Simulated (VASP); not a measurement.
# AlRu in VASP: notebook

The runs below take AlRu through single point, with PBE.

Program: VASP 6.6.1. These are calculated values, not measurements. Logs are shortened: lines on timing, memory, paths and dates and some standing lists are left out, and cuts for length are marked.

## Step 1: The cell of the first run

The structure is cubic, space group Pm-3m (No. 221). Conventional cell: a = 2.992 Å, b = 2.992 Å, c = 2.992 Å, α = 90.00°, β = 90.00°, γ = 90.00°. Within 3.4 Å of Al (site symmetry m-3m) lie 8 Ru at 2.59 Å and 6 Al at 2.99 Å. Ru (site symmetry m-3m) has 8 Al at 2.59 Å and 6 Ru at 2.99 Å within 3.4 Å.

## Step 2: Single point, PBE

INCAR reads:

```
PREC = Accurate
ENCUT = 520
EDIFF = 1E-6
ISMEAR = -1
SIGMA = 0.08
LREAL = False
LASPH = True
NELM = 60
ALGO = Normal
ISIF = 2
LWAVE = False
LCHARG = False
GGA = PE
NBANDS = 16
```

KPOINTS reads:

```
Automatic mesh
0
Gamma
  20 20 20
```

POSCAR reads:

```
AlRu
1.0
    2.9916000000      0.0000000000      0.0000000000
    0.0000000000      2.9916000000      0.0000000000
    0.0000000000      0.0000000000      2.9916000000
Al Ru
1 1
Direct
    0.0000000000      0.0000000000      0.0000000000
    0.5000000000      0.5000000000      0.5000000000
```

Potentials or basis: VASP PAW PBE potentials, release 64 (Al, Ru_pv).

Run with:

```console
> cat potpaw_PBE.64/Al/POTCAR potpaw_PBE.64/Ru_pv/POTCAR > POTCAR
> mpirun -np 1 vasp_std > vasp.out
```

OUTCAR:

```text
PREC = Accurate
   ENCUT = 520
   EDIFF = 1E-6
   ISMEAR = -1
   LREAL = False
   LASPH = True
   NELM = 60
   ISIF = 2
   GGA = PE

 ion  position               nearest neighbor table
   1  0.000  0.000  0.000-   2 2.59   2 2.59   2 2.59   2 2.59   2 2.59   2 2.59   2 2.59   2 2.59

   2  0.500  0.500  0.500-   1 2.59   1 2.59   1 2.59   1 2.59   1 2.59   1 2.59   1 2.59   1 2.59

  LATTYP: Found a simple cubic cell.
 ALAT       =     2.9916000000

  Lattice vectors:

 A1 = (   2.9916000000,   0.0000000000,   0.0000000000)
 A2 = (   0.0000000000,   2.9916000000,   0.0000000000)
 A3 = (   0.0000000000,   0.0000000000,   2.9916000000)

Analysis of symmetry for initial positions (statically):
=====================================================================
 Subroutine PRICEL returns:
 Original cell was already a primitive cell.

 Routine SETGRP: Setting up the symmetry group for a
 simple cubic supercell.

 Subroutine GETGRP returns: Found 48 space group operations
 (whereof 48 operations were pure point group operations)
 out of a pool of 48 trial point group operations.

The static configuration has the point symmetry O_h .

Analysis of symmetry for dynamics (positions and initial velocities):
=====================================================================
 Subroutine PRICEL returns:
 Original cell was already a primitive cell.

 Routine SETGRP: Setting up the symmetry group for a
 simple cubic supercell.

 Subroutine GETGRP returns: Found 48 space group operations
 (whereof 48 operations were pure point group operations)
 out of a pool of 48 trial point group operations.

The dynamic configuration has the point symmetry O_h .

 Subroutine INISYM returns: Found 48 space group operations
 (whereof 48 operations are pure point group operations),
 and found     1 'primitive' translations

----------------------------------------------------------------------------------------

                                     Primitive cell

  volume of cell :      26.7738

  direct lattice vectors                    reciprocal lattice vectors
     2.991600000  0.000000000  0.000000000     0.334269287  0.000000000  0.000000000
     0.000000000  2.991600000  0.000000000     0.000000000  0.334269287  0.000000000
     0.000000000  0.000000000  2.991600000     0.000000000  0.000000000  0.334269287

  length of vectors
     2.991600000  2.991600000  2.991600000     0.334269287  0.334269287  0.334269287

  position of ions in fractional coordinates (direct lattice)
     0.000000000  0.000000000  0.000000000
     0.500000000  0.500000000  0.500000000

  ion indices of the primitive-cell ions
   primitive index   ion index
                 1           1
                 2           2

----------------------------------------------------------------------------------------

 KPOINTS: Automatic mesh

Automatic generation of k-mesh.
 Grid dimensions read from file:
 generate k-points for:   20   20   20

 Generating k-lattice:

  Cartesian coordinates                     Fractional coordinates (reciprocal lattice)
     0.016713464  0.000000000  0.000000000     0.050000000  0.000000000  0.000000000
     0.000000000  0.016713464  0.000000000     0.000000000  0.050000000  0.000000000
     0.000000000  0.000000000  0.016713464     0.000000000  0.000000000  0.050000000

  Length of vectors
     0.016713464  0.016713464  0.016713464

  Shift w.r.t. Gamma in fractional coordinates (k-lattice)
     0.000000000  0.000000000  0.000000000

 Subroutine IBZKPT returns following result:
 ===========================================

 Found    286 irreducible k-points:

 Following reciprocal coordinates:
            Coordinates               Weight
  0.000000  0.000000  0.000000      1.000000
  0.050000  0.000000  0.000000      6.000000
  0.100000  0.000000  0.000000      6.000000
  0.150000  0.000000  0.000000      6.000000
  0.200000  0.000000  0.000000      6.000000
  0.250000  0.000000  0.000000      6.000000
[... 16 lines left out ...]
  0.150000  0.100000  0.000000     24.000000
  0.200000  0.100000  0.000000     24.000000
 [... further k-points ...]
   k-points           NKPTS =    286   k-points in BZ     NKDIM =    286   number of bands    NBANDS=     16
   number of dos      NEDOS =    301   number of ions     NIONS =      2
   total plane-waves  NPLWV =  13824
   dimension x,y,z NGX =    24 NGY =   24 NGZ =   24
   dimension x,y,z NGXF=    48 NGYF=   48 NGZF=   48
   ions per type =               1   1
   NGX,Y,Z   is equivalent  to a cutoff of  13.34, 13.34, 13.34 a.u.
   NGXF,Y,Z  is equivalent  to a cutoff of  26.67, 26.67, 26.67 a.u.
 SYSTEM =  unknown system
   PREC   = accura    normal or accurate (medium, high low for compatibility)
   ISTART =      0    job   : 0-new  1-cont  2-samecut
   ICHARG =      2    charge: 1-file 2-atom 10-const
   ISPIN  =      1    spin polarized calculation?
   LNONCOLLINEAR =      F non collinear calculations
   LSORBIT =      F    spin-orbit coupling
   LASPH  =      T    aspherical Exc in radial PAW
   ENCUT  =  520.0 eV  38.22 Ry    6.18 a.u.   5.56  5.56  5.56*2*pi/ulx,y,z
   NELM   =     60;   NELMIN=  2; NELMDL= -5     # of ELM steps
   EDIFF  = 0.1E-05   stopping-criterion for ELM
   LREAL  =      F    real-space projection
   EDIFFG = 0.1E-04   stopping-criterion for IOM
   NSW    =      0    number of steps for IOM
   IBRION =     -1    ionic relax: 0-MD 1-quasi-New 2-CG
   NFREE  =      0    steps in history (QN), initial steepest desc. (CG)
   ISIF   =      2    stress and relaxation
   ISYM   =      2    0-nonsym 1-usesym 2-fastsym
   POTIM  = 0.5000    time-step for ionic-motion
   TEBEG  =    0.0;   TEEND  =   0.0 temperature during run
   PSTRESS=    0.0 pullay stress
   NELECT =      17.0000    total number of electrons
   NUPDOWN=      -1.0000    fix difference up-down
   EMIN   =  10.00;   EMAX   =-10.00  energy-range for DOS
   EFERMI =   0.00;   METHOD = LEGACY
   ISMEAR =    -1;   SIGMA  =   0.08  broadening in eV -4-tet -1-fermi 0-gaus
   EFERMI_NEDOS =   21; number of points for ismear=-14 and -15
   IALGO  =     38    algorithm
   IMIX   =      4    mixing-type and parameters
     AMIX     =   0.40;   BMIX     =  1.00
     AMIX_MAG =   1.60;   BMIX_MAG =  1.00
  volume/ion in A,a.u.               =      13.39        90.34
  Fermi-wavevector in a.u.,A,eV,Ry     =   1.407087  2.659009 26.938090  1.979894
  Thomas-Fermi vector in A             =   2.529382
   LORBIT       =      0    0 simple, 1 ext, 2 COOP (PROOUT), +10 PAW based schemes
   GGA     = PE    functional components
   LHFCALC =     F    Hartree Fock is set to
   AEXX    =    0.0000 exact exchange contribution
   IVDW    =     0    specifies the selected vdW correction
   LEPSILON=     F    determine dielectric tensor
   LRPA    =     F    only Hartree local field effects (RPA)
 non-spin polarized calculation
  energy-cutoff  :      520.00
  volume of cell :       26.77
 maximum number of plane-waves:       739
 NGX is ok and might be reduce to    24
   NGX = 11   NGY = 11   NGZ = 11

 number of electron      16.9999995 magnetization

 Free energy of the ion-electron system (eV)
  ---------------------------------------------------
  ext. energy  EPLUGINS =         0.00000000
  ---------------------------------------------------
  free energy    TOTEN  =       -14.27269771 eV

  energy without entropy =      -14.23850111  energy(sigma->0) =      -14.25559941

 E-fermi :  10.7183     XC(G=0): -12.5663

 val. band max:       10.7146396588   @ k =   0.2000   0.1000   0.0500
 cond. band min:      10.7203940733   @ k =   0.4000   0.1000   0.1000
 fundamental gap:      0.0057544145
 Fermi energy:        10.7183150908

 k-point     1 :       0.0000    0.0000    0.0000
  band No.  band energies     occupation
      1     -31.0519      2.00000
      2     -31.0519      2.00000
      3     -31.0519      2.00000
      4       1.0422      2.00000
      5       7.1510      2.00000
      6       7.1510      2.00000
[... 8 lines left out ...]
     15      22.8367      0.00000
     16      25.8255      0.00000

 k-point     2 :       0.0500    0.0000    0.0000
  band No.  band energies     occupation
      1     -31.0571      2.00000
      2     -31.0514      2.00000
      3     -31.0514      2.00000
      4       1.0904      2.00000
      5       7.1680      2.00000
      6       7.1684      2.00000
[... 8 lines left out ...]
     15      22.8368      0.00000
     16      25.9747      0.00000

 k-point     3 :       0.1000    0.0000    0.0000
  band No.  band energies     occupation
      1     -31.0721      2.00000
      2     -31.0502      2.00000
      3     -31.0502      2.00000
      4       1.2338      2.00000
      5       7.2140      2.00000
      6       7.2180      2.00000
[... 8 lines left out ...]
     15      22.8373      0.00000
     16      26.4407      0.00000

 k-point     4 :       0.1500    0.0000    0.0000
  band No.  band energies     occupation
      1     -31.0954      2.00000
      2     -31.0482      2.00000
      3     -31.0482      2.00000
      4       1.4693      2.00000
      5       7.2672      2.00000
      6       7.2976      2.00000
[... 8 lines left out ...]
     15      22.8582      0.00000
     16      27.2422      0.00000
[... 324 lines left out ...]
 k-point    22 :       0.1000    0.1000    0.0000
  band No.  band energies     occupation
      1     -31.0712      2.00000
      2     -31.0695      2.00000
      3     -31.0485      2.00000
      4       1.4226      2.00000
      5       7.2762      2.00000
      6       7.2919      2.00000
[... 8 lines left out ...]
     15      22.8373      0.00000
     16      26.9429      0.00000

 k-point    23 :       0.1500    0.1000    0.0000
  band No.  band energies     occupation
      1     -31.0936      2.00000
      2     -31.0682      2.00000
      3     -31.0465      2.00000
      4       1.6542      2.00000
      5       7.3345      2.00000
      6       7.3730      2.00000
[... 8 lines left out ...]
     15      23.1962      0.00000
     16      27.5871      0.00000

 k-point    24 :       0.2000    0.1000    0.0000
  band No.  band energies     occupation
      1     -31.1228      2.00000
      2     -31.0656      2.00000
      3     -31.0440      2.00000
      4       1.9710      2.00000
      5       7.3665      2.00000
      6       7.4751      2.00000
[... 8 lines left out ...]
     15      23.7198      0.00000
     16      27.3369      0.00000

 [... further k-points ...]

------------------------ aborting loop because EDIFF is reached ----------------------------------------

  FORCE on cell =-STRESS in cart. coord.  units (eV):
  Direction    XX          YY          ZZ          XY          YZ          ZX
  --------------------------------------------------------------------------------------
  -------------------------------------------------------------------------------------
  Total        0.4411552      0.4411552      0.4411552      0.0000000      0.0000000      0.0000000
  in kB       26.3992415     26.3992415     26.3992415      0.0000000      0.0000000      0.0000000
  external PRESSURE =      26.3992415 kB  Pullay stress =       0.0000000 kB

 VOLUME and BASIS-vectors are now :
 -----------------------------------------------------------------------------
  energy-cutoff  :      520.00
  volume of cell :       26.77
      direct lattice vectors                 reciprocal lattice vectors
     2.991600000  0.000000000  0.000000000     0.334269287  0.000000000  0.000000000
     0.000000000  2.991600000  0.000000000     0.000000000  0.334269287  0.000000000
     0.000000000  0.000000000  2.991600000     0.000000000  0.000000000  0.334269287

 POSITION                                       TOTAL-FORCE (eV/Angst)
 -----------------------------------------------------------------------------------
      0.00000      0.00000      0.00000         0.000000      0.000000      0.000000
      1.49580      1.49580      1.49580         0.000000      0.000000      0.000000
 -----------------------------------------------------------------------------------
    total drift:                                0.000000     -0.000000     -0.000000

  FREE ENERGIE OF THE ION-ELECTRON SYSTEM (eV)
  ---------------------------------------------------
  free  energy   TOTEN  =       -14.2726977121 eV

  energy  without entropy=      -14.2385011076  energy(sigma->0) =      -14.25559941
```

It took 2 min on 1 thread of AMD EPYC 7R32 (Zen 2), shared host; peak memory 0.2 GiB.

Results:

* Free energy: -14.2727 eV
* Pressure: 2.6 GPa
* Band gap on the k mesh: zero (an odd number of electrons rules out a gap without spin polarisation)

Levels at points of the mesh, in eV from the Fermi level:
```
           k point  band 6  band 7  band 8  band 9  band 10  band 11  band 12  band 13
(0.00, 0.00, 0.00)   -3.57    0.18    0.18    0.18     6.08     6.08     6.08    10.98
(0.50, 0.00, 0.00)   -2.77   -1.61   -1.61    0.43     2.29     7.45    11.03    11.03
(0.50, 0.50, 0.00)   -1.37   -1.37   -1.17   -1.17     1.53     5.31     6.23    10.59
(0.50, 0.50, 0.50)   -4.63    1.63    1.63    2.57     4.13     4.13     4.13     8.53
```

## Step 3: Single point, PBE (xy shear strain of +4 %)

INCAR reads:

```
SYSTEM = AlRu
  PREC = Accurate
  ENCUT = 520
  EDIFF = 1E-6
  ISMEAR = -1
  SIGMA = 0.08
  LREAL = .False.
  LASPH = .True.
  NELM = 80
  ALGO = Normal
  ISIF = 2
  LWAVE = .False.
  LCHARG = .False.
  GGA = PE
  NBANDS = 16
```

KPOINTS reads:

```
regular mesh
0
Gamma
  14 14 14
  0 0 0
```

POSCAR reads:

```
AlRu
1.0
    2.9916000000      0.0598320000      0.0000000000
    0.0598320000      2.9916000000      0.0000000000
    0.0000000000      0.0000000000      2.9916000000
Al Ru
1 1
Direct
    0.0000000000      0.0000000000      0.0000000000
    0.5000000000      0.5000000000      0.5000000000
```

Potentials or basis: VASP PAW PBE potentials, release 64 (Al, Ru_pv).

Run with:

```console
> cat potpaw_PBE.64/Al/POTCAR potpaw_PBE.64/Ru_pv/POTCAR > POTCAR
> mpirun -np 1 vasp_std > vasp.out
```

OUTCAR:

```text
SYSTEM = AlRu
   PREC = Accurate
   ENCUT = 520
   EDIFF = 1E-6
   ISMEAR = -1
   LREAL = .False.
   LASPH = .True.
   NELM = 80
   ISIF = 2
   GGA = PE

 ion  position               nearest neighbor table
   1  0.000  0.000  0.000-   2 2.56   2 2.56   2 2.56   2 2.56   2 2.63   2 2.63   2 2.63   2 2.63

   2  0.500  0.500  0.500-   1 2.56   1 2.56   1 2.56   1 2.56   1 2.63   1 2.63   1 2.63   1 2.63

  LATTYP: Found a base centered orthorhombic cell.
 ALAT       =     4.1461460673
[... 649 lines left out ...]

  FORCE on cell =-STRESS in cart. coord.  units (eV):
  Direction    XX          YY          ZZ          XY          YZ          ZX
  --------------------------------------------------------------------------------------
  -------------------------------------------------------------------------------------
  Total        0.4990874      0.4990874      0.5042598     -0.8672991      0.0000000      0.0000000
  in kB       29.8779226     29.8779226     30.1875678    -51.9209536      0.0000000      0.0000000
  external PRESSURE =      29.9811376 kB  Pullay stress =       0.0000000 kB

 VOLUME and BASIS-vectors are now :
 -----------------------------------------------------------------------------
  energy-cutoff  :      520.00
  volume of cell :       26.76
      direct lattice vectors                 reciprocal lattice vectors
     2.991600000  0.059832000  0.000000000     0.334403049 -0.006688061  0.000000000
     0.059832000  2.991600000  0.000000000    -0.006688061  0.334403049  0.000000000
     0.000000000  0.000000000  2.991600000     0.000000000  0.000000000  0.334269287

 POSITION                                       TOTAL-FORCE (eV/Angst)
 -----------------------------------------------------------------------------------
      0.00000      0.00000      0.00000         0.000000      0.000000      0.000000
      1.52572      1.52572      1.49580        -0.000000      0.000000      0.000000
 -----------------------------------------------------------------------------------
    total drift:                                0.000000     -0.000000     -0.000000

  FREE ENERGIE OF THE ION-ELECTRON SYSTEM (eV)
  ---------------------------------------------------
  free  energy   TOTEN  =       -14.2522466114 eV

  energy  without entropy=      -14.2160788352  energy(sigma->0) =      -14.23416272
```

OSZICAR:

```text
N       E                     dE             d eps       ncg     rms          rms(c)
DAV:   1     0.117526434370E+03    0.11753E+03   -0.91291E+03 14824   0.988E+02
DAV:   2    -0.130012647387E+02   -0.13053E+03   -0.12445E+03 17256   0.294E+02
DAV:   3    -0.149092053767E+02   -0.19079E+01   -0.19020E+01 18632   0.371E+01
DAV:   4    -0.149229310527E+02   -0.13726E-01   -0.13708E-01 18384   0.333E+00
DAV:   5    -0.149231268152E+02   -0.19576E-03   -0.19550E-03 17832   0.383E-01    0.122E+01
DAV:   6    -0.143402025216E+02    0.58292E+00   -0.22900E+00 15832   0.164E+01    0.237E+00
DAV:   7    -0.142675381928E+02    0.72664E-01   -0.18318E-01 15464   0.479E+00    0.208E+00
DAV:   8    -0.142524056432E+02    0.15133E-01   -0.17053E-02 17528   0.105E+00    0.194E-01
DAV:   9    -0.142522535297E+02    0.15211E-03   -0.28934E-04 18216   0.137E-01    0.126E-01
DAV:  10    -0.142522481006E+02    0.54291E-05   -0.25488E-05 16608   0.558E-02    0.664E-03
DAV:  11    -0.142522468202E+02    0.12804E-05   -0.12171E-06 14272   0.126E-02    0.521E-03
DAV:  12    -0.142522466114E+02    0.20877E-06   -0.92418E-08  8912   0.303E-03
   1 F= -.14252247E+02 E0= -.14234163E+02  d E =-.361678E-01
```

stdout:

```text
POSCAR found type information on POSCAR AlRu
 POSCAR found :  2 types and       2 ions
 scaLAPACK will be used
 LDA part: xc-table for (Slater+PW92), standard interpolation
 POSCAR, INCAR and KPOINTS ok, starting setup
 FFT: planning ... GRIDC
 FFT: planning ... GRID_SOFT
 FFT: planning ... GRID
 WAVECAR not read
 entering main loop
```

Wall time 2.6 min (1 thread of AMD EPYC 7R32 (Zen 2), shared host); peak memory 0.26 GiB.

Results:

| Item | Value |
| --- | --- |
| Free energy | -14.2522 eV |
| Pressure | 3.0 GPa |
| Band gap on the k mesh | zero (an odd number of electrons rules out a gap without spin polarisation) |

Caveat: the cell differs from its parent crystal (xy shear strain of +4 %).
